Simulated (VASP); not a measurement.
# TiCo3 (Pm-3m) in VASP: a series of runs

TiCo3 is run at these levels: PBEsol; tasks: single point.

Program: VASP 6.6.1. These are calculated values, not measurements. Logs are shortened: lines on timing, memory, paths and dates and some standing lists are left out, and cuts for length are marked.

### Step 1. The cell of the first run

The structure is cubic, space group Pm-3m (No. 221). Conventional cell: a = 3.571 Å, b = 3.571 Å, c = 3.571 Å, α = 90.00°, β = 90.00°, γ = 90.00°. Ti (site symmetry m-3m) has 12 Co at 2.53 Å within 3.3 Å. Within 3.3 Å of Co (site symmetry 4/mmm) lie 4 Ti at 2.53 Å and 8 Co at 2.53 Å.

### Step 2. Single point, PBEsol, collinear spin, ferromagnetic start

Input file INCAR:

```
SYSTEM = TiCo3
PREC = Accurate ; ENCUT = 520
EDIFF = 1E-7 ; ISMEAR = 1
SIGMA = 0.1 ; LREAL = .FALSE.
LASPH = .TRUE. ; NELM = 150
ALGO = Normal ; ISIF = 2
LWAVE = .FALSE. ; LCHARG = .TRUE.
ISPIN = 2 ; MAGMOM = 0 1.8 1.8 1.8
LORBIT = 11 ; LMAXMIX = 4
GGA = PS ; LELF = .TRUE.
LVHAR = .TRUE. ; NBANDS = 32
```

Input file KPOINTS:

```
regular mesh
0
G
  8 8 8
  0 0 0
```

Input file POSCAR:

```
TiCo3
1.0
    3.5710000000      0.0000000000      0.0000000000
    0.0000000000      3.5710000000      0.0000000000
    0.0000000000      0.0000000000      3.5710000000
Ti Co
1 3
Direct
    0.0000000000      0.0000000000      0.0000000000
    0.0000000000      0.5000000000      0.5000000000
    0.5000000000      0.0000000000      0.5000000000
    0.5000000000      0.5000000000      0.0000000000
```

Potentials or basis: VASP PAW PBE potentials, release 64 (Ti_sv, Co).

On the command line:

```bash
$ cat potpaw_PBE.64/Ti_sv/POTCAR potpaw_PBE.64/Co/POTCAR > POTCAR
$ mpirun -np 1 vasp_std > vasp.out
```

OUTCAR:

```text
SYSTEM = TiCo3
   PREC = Accurate
   ENCUT = 520
   EDIFF = 1E-7
   ISMEAR = 1
   LREAL = .FALSE.
   LASPH = .TRUE.
   NELM = 150
   ISIF = 2
   ISPIN = 2
   LORBIT = 11
   GGA = PS

 ion  position               nearest neighbor table
   1  0.000  0.000  0.000-   2 2.53   3 2.53   4 2.53   2 2.53   3 2.53   2 2.53   4 2.53   2 2.53
                             3 2.53   4 2.53   3 2.53   4 2.53
   2  0.000  0.500  0.500-   1 2.53   3 2.53   4 2.53   1 2.53   4 2.53   1 2.53   3 2.53   1 2.53
                             3 2.53   4 2.53   4 2.53   3 2.53
   3  0.500  0.000  0.500-   1 2.53   2 2.53   4 2.53   1 2.53   4 2.53   2 2.53   4 2.53   4 2.53
                             1 2.53   2 2.53   1 2.53   2 2.53
   4  0.500  0.500  0.000-   1 2.53   2 2.53   3 2.53   2 2.53   3 2.53   1 2.53   3 2.53   3 2.53
                             1 2.53   2 2.53   2 2.53   1 2.53

  LATTYP: Found a simple cubic cell.
 ALAT       =     3.5710000000

  Lattice vectors:

 A1 = (   3.5710000000,   0.0000000000,   0.0000000000)
 A2 = (   0.0000000000,   3.5710000000,   0.0000000000)
 A3 = (   0.0000000000,   0.0000000000,   3.5710000000)

Analysis of symmetry for initial positions (statically):
=====================================================================
 Subroutine PRICEL returns:
 Original cell was already a primitive cell.

 Routine SETGRP: Setting up the symmetry group for a
 simple cubic supercell.

 Subroutine GETGRP returns: Found 48 space group operations
 (whereof 48 operations were pure point group operations)
 out of a pool of 48 trial point group operations.

The static configuration has the point symmetry O_h .

Analysis of symmetry for dynamics (positions and initial velocities):
=====================================================================
 Subroutine PRICEL returns:
 Original cell was already a primitive cell.

 Routine SETGRP: Setting up the symmetry group for a
 simple cubic supercell.

 Subroutine GETGRP returns: Found 48 space group operations
 (whereof 48 operations were pure point group operations)
 out of a pool of 48 trial point group operations.

The dynamic configuration has the point symmetry O_h .

Analysis of structural, dynamic, and magnetic symmetry:
=====================================================================
 Subroutine PRICEL returns:
 Original cell was already a primitive cell.

 Routine SETGRP: Setting up the symmetry group for a
 simple cubic supercell.

 Subroutine GETGRP returns: Found 48 space group operations
 (whereof 48 operations were pure point group operations)
 out of a pool of 48 trial point group operations.

The overall configuration has the point symmetry O_h .

 Subroutine INISYM returns: Found 48 space group operations
 (whereof 48 operations are pure point group operations),
 and found     1 'primitive' translations

----------------------------------------------------------------------------------------

                                     Primitive cell

  volume of cell :      45.5375

  direct lattice vectors                    reciprocal lattice vectors
     3.571000000  0.000000000  0.000000000     0.280033604  0.000000000  0.000000000
     0.000000000  3.571000000  0.000000000     0.000000000  0.280033604  0.000000000
     0.000000000  0.000000000  3.571000000     0.000000000  0.000000000  0.280033604

  length of vectors
     3.571000000  3.571000000  3.571000000     0.280033604  0.280033604  0.280033604

  position of ions in fractional coordinates (direct lattice)
     0.000000000  0.000000000  0.000000000
     0.000000000  0.500000000  0.500000000
     0.500000000  0.000000000  0.500000000
     0.500000000  0.500000000  0.000000000

  ion indices of the primitive-cell ions
   primitive index   ion index
                 1           1
                 2           2
                 3           3
                 4           4

----------------------------------------------------------------------------------------

 KPOINTS: regular mesh

Automatic generation of k-mesh.
 Grid dimensions read from file:
 generate k-points for:    8    8    8

 Generating k-lattice:

  Cartesian coordinates                     Fractional coordinates (reciprocal lattice)
     0.035004201  0.000000000  0.000000000     0.125000000  0.000000000  0.000000000
     0.000000000  0.035004201  0.000000000     0.000000000  0.125000000  0.000000000
     0.000000000  0.000000000  0.035004201     0.000000000  0.000000000  0.125000000

  Length of vectors
     0.035004201  0.035004201  0.035004201

  Shift w.r.t. Gamma in fractional coordinates (k-lattice)
     0.000000000  0.000000000  0.000000000

 Subroutine IBZKPT returns following result:
 ===========================================

 Found     35 irreducible k-points:

 Following reciprocal coordinates:
            Coordinates               Weight
  0.000000  0.000000  0.000000      1.000000
  0.125000  0.000000  0.000000      6.000000
  0.250000  0.000000  0.000000      6.000000
  0.375000  0.000000  0.000000      6.000000
  0.500000  0.000000  0.000000      3.000000
  0.125000  0.125000  0.000000     12.000000
[... 16 lines left out ...]
  0.375000  0.375000  0.125000     24.000000
  0.500000  0.375000  0.125000     24.000000
 [... further k-points ...]
   k-points           NKPTS =     35   k-points in BZ     NKDIM =     35   number of bands    NBANDS=     32
   number of dos      NEDOS =    301   number of ions     NIONS =      4
   total plane-waves  NPLWV =  21952
   dimension x,y,z NGX =    28 NGY =   28 NGZ =   28
   dimension x,y,z NGXF=    56 NGYF=   56 NGZF=   56
   ions per type =               1   3
   NGX,Y,Z   is equivalent  to a cutoff of  13.04, 13.04, 13.04 a.u.
   NGXF,Y,Z  is equivalent  to a cutoff of  26.07, 26.07, 26.07 a.u.
 SYSTEM =  TiCo3
   PREC   = accura    normal or accurate (medium, high low for compatibility)
   ISTART =      0    job   : 0-new  1-cont  2-samecut
   ICHARG =      2    charge: 1-file 2-atom 10-const
   ISPIN  =      2    spin polarized calculation?
   LNONCOLLINEAR =      F non collinear calculations
   LSORBIT =      F    spin-orbit coupling
   LASPH  =      T    aspherical Exc in radial PAW
   ENCUT  =  520.0 eV  38.22 Ry    6.18 a.u.   6.64  6.64  6.64*2*pi/ulx,y,z
   NELM   =    150;   NELMIN=  2; NELMDL= -5     # of ELM steps
   EDIFF  = 0.1E-06   stopping-criterion for ELM
   LREAL  =      F    real-space projection
   EDIFFG = 0.1E-05   stopping-criterion for IOM
   NSW    =      0    number of steps for IOM
   IBRION =     -1    ionic relax: 0-MD 1-quasi-New 2-CG
   NFREE  =      0    steps in history (QN), initial steepest desc. (CG)
   ISIF   =      2    stress and relaxation
   ISYM   =      2    0-nonsym 1-usesym 2-fastsym
   POTIM  = 0.5000    time-step for ionic-motion
   TEBEG  =    0.0;   TEEND  =   0.0 temperature during run
   PSTRESS=    0.0 pullay stress
   NELECT =      39.0000    total number of electrons
   NUPDOWN=      -1.0000    fix difference up-down
   EMIN   =  10.00;   EMAX   =-10.00  energy-range for DOS
   EFERMI =   0.00;   METHOD = LEGACY
   ISMEAR =     1;   SIGMA  =   0.10  broadening in eV -4-tet -1-fermi 0-gaus
   EFERMI_NEDOS =   21; number of points for ismear=-14 and -15
   IALGO  =     38    algorithm
   IMIX   =      4    mixing-type and parameters
     AMIX     =   0.40;   BMIX     =  1.00
     AMIX_MAG =   1.60;   BMIX_MAG =  1.00
  volume/ion in A,a.u.               =      11.38        76.83
  Fermi-wavevector in a.u.,A,eV,Ry     =   1.554676  2.937911 32.885512  2.417017
  Thomas-Fermi vector in A             =   2.658727
   LORBIT       =     11    0 simple, 1 ext, 2 COOP (PROOUT), +10 PAW based schemes
   GGA     = PS    functional components
   LHFCALC =     F    Hartree Fock is set to
   AEXX    =    0.0000 exact exchange contribution
   IVDW    =     0    specifies the selected vdW correction
   LEPSILON=     F    determine dielectric tensor
   LRPA    =     F    only Hartree local field effects (RPA)
 spin polarized calculation
 Methfessel and Paxton  Order N= 1 SIGMA  =   0.10
  energy-cutoff  :      520.00
  volume of cell :       45.54
 maximum number of plane-waves:      1245
 NGX is ok and might be reduce to    28
   NGX = 13   NGY = 13   NGZ = 13

 number of electron      39.0000040 magnetization       0.8669827

 Free energy of the ion-electron system (eV)
  ---------------------------------------------------
  ext. energy  EPLUGINS =         0.00000000
  ---------------------------------------------------
  free energy    TOTEN  =       -32.66864468 eV

  energy without entropy =      -32.66872901  energy(sigma->0) =      -32.66867279

 E-fermi :  10.1921     XC(G=0): -13.4603

 val. band max:       10.1918762147   @ k =   0.3750   0.1250   0.1250
 cond. band min:      10.1942868196   @ k =   0.5000   0.5000   0.1250
 fundamental gap:      0.0024106049
 Fermi energy:        10.1921038226

 spin component 1

 k-point     1 :       0.0000    0.0000    0.0000
  band No.  band energies     occupation
      1     -45.9758      1.00000
      2     -22.3301      1.00000
      3     -22.3301      1.00000
      4     -22.3301      1.00000
      5       2.1399      1.00000
      6       5.7895      1.00000
[... 805 lines left out ...]
     30      20.7391      0.00000
     31      22.3070      0.00000

 [... further k-points ...]

 spin component 2

 k-point     1 :       0.0000    0.0000    0.0000
  band No.  band energies     occupation
      1     -46.0918      1.00000
      2     -22.4476      1.00000
      3     -22.4476      1.00000
      4     -22.4476      1.00000
      5       2.1363      1.00000
      6       5.9458      1.00000
[... 805 lines left out ...]
     30      20.7828      0.00000
     31      22.3825      0.00000

 [... further k-points ...]

 [bands above 31 left out]

------------------------ aborting loop because EDIFF is reached ----------------------------------------

  FORCE on cell =-STRESS in cart. coord.  units (eV):
  Direction    XX          YY          ZZ          XY          YZ          ZX
  --------------------------------------------------------------------------------------
  -------------------------------------------------------------------------------------
  Total       -2.3942481     -2.3942481     -2.3942481     -0.0000000     -0.0000000      0.0000000
  in kB      -84.2384134    -84.2384134    -84.2384134     -0.0000000     -0.0000000      0.0000000
  external PRESSURE =     -84.2384134 kB  Pullay stress =       0.0000000 kB

 VOLUME and BASIS-vectors are now :
 -----------------------------------------------------------------------------
  energy-cutoff  :      520.00
  volume of cell :       45.54
      direct lattice vectors                 reciprocal lattice vectors
     3.571000000  0.000000000  0.000000000     0.280033604  0.000000000  0.000000000
     0.000000000  3.571000000  0.000000000     0.000000000  0.280033604  0.000000000
     0.000000000  0.000000000  3.571000000     0.000000000  0.000000000  0.280033604

 POSITION                                       TOTAL-FORCE (eV/Angst)
 -----------------------------------------------------------------------------------
      0.00000      0.00000      0.00000         0.000000      0.000000      0.000000
      0.00000      1.78550      1.78550         0.000000      0.000000      0.000000
      1.78550      0.00000      1.78550         0.000000      0.000000      0.000000
      1.78550      1.78550      0.00000         0.000000      0.000000      0.000000
 -----------------------------------------------------------------------------------
    total drift:                                0.000000      0.000000      0.000000

  FREE ENERGIE OF THE ION-ELECTRON SYSTEM (eV)
  ---------------------------------------------------
  free  energy   TOTEN  =       -32.6686446819 eV

  energy  without entropy=      -32.6687290054  energy(sigma->0) =      -32.66867279

 total charge

# of ion       s       p       d       tot
------------------------------------------
    1        2.271   6.200   1.952  10.423
    2        0.513   0.519   7.329   8.361
    3        0.513   0.519   7.329   8.361
    4        0.513   0.519   7.329   8.361
--------------------------------------------------
tot          3.809   7.757  23.940  35.506

 magnetization (x)

# of ion       s       p       d       tot
------------------------------------------
    1       -0.003  -0.010  -0.122  -0.134
    2       -0.002  -0.007   0.353   0.344
    3       -0.002  -0.007   0.353   0.344
    4       -0.002  -0.007   0.353   0.344
--------------------------------------------------
tot         -0.008  -0.030   0.938   0.899
```

Wall time 82 s (1 thread of Intel Xeon Platinum 8559C (Emerald Rapids), shared host); peak memory 0.22 GiB.

Results:

- Free energy: -32.6686 eV
- Pressure: -8.4 GPa
- Net moment: 0.87 μB per cell
- Site moments: Ti -0.13; Co +0.34 μB
- Valence electrons inside the program's atomic spheres: Ti 10.42; Co 8.36

Caveat: the PAW data sets were made with another functional, which shifts forces and pressure a little.

### Step 3. Single point, PBEsol, collinear spin, ferromagnetic start

Input file INCAR:

```
PREC = Accurate
ENCUT = 520
EDIFF = 1E-7
ISMEAR = 1
SIGMA = 0.1
LREAL = F
LASPH = T
NELM = 150
ALGO = Normal
ISIF = 2
LWAVE = F
LCHARG = T
ISPIN = 2
MAGMOM = 0 1.8 1.8 1.8
LORBIT = 11
LMAXMIX = 4
GGA = PS
LELF = T
LVHAR = T
NBANDS = 32
```

Input file KPOINTS:

```
Automatic mesh
0
Gamma
  8 8 8
```

POSCAR is that of step 2.

Potentials or basis: VASP PAW PBE potentials, release 64 (Ti_sv, Co).

On the command line:

```bash
$ cat potpaw_PBE.64/Ti_sv/POTCAR potpaw_PBE.64/Co/POTCAR > POTCAR
$ mpirun -np 1 vasp_std > vasp.out
```

It took 91 s on 1 thread of Intel Xeon Platinum 8559C (Emerald Rapids), shared host; peak memory 0.22 GiB.

Results (log left out):

| Property | Result |
| --- | --- |
| Free energy | -32.6686 eV |
| Pressure | -8.4 GPa |
| Net moment | 0.87 μB per cell |
| Site moments | Ti -0.13; Co +0.34 μB |
| Valence electrons inside the program's atomic spheres | Ti 10.42; Co 8.36 |

Levels at points of the mesh, in eV from the Fermi level:
Spin up:
```tsv
k point	band 17	band 18	band 19	band 20	band 21	band 22	band 23	band 24
(0.00, 0.00, 0.00)	0.21	0.48	0.48	0.48	2.45	2.45	3.30	3.30
(0.50, 0.00, 0.00)	-0.74	-0.74	-0.73	-0.19	0.48	1.18	1.18	1.84
(0.50, 0.50, 0.00)	-1.10	-1.05	-1.05	-0.55	-0.54	1.69	1.69	1.98
(0.50, 0.50, 0.50)	-0.08	0.26	0.26	0.26	0.80	0.80	0.80	2.06
```
Spin down:
```tsv
k point	band 18	band 19	band 20	band 21	band 22	band 23
(0.00, 0.00, 0.00)	0.82	0.82	0.82	2.59	2.59	3.29
(0.50, 0.00, 0.00)	-0.46	-0.31	0.29	0.82	1.18	1.18
(0.50, 0.50, 0.00)	-0.61	-0.61	-0.26	-0.23	1.68	1.68
(0.50, 0.50, 0.50)	0.64	0.64	0.64	0.77	0.77	0.77
```

Caveat: the PAW data sets were made with another functional, which shifts forces and pressure a little.
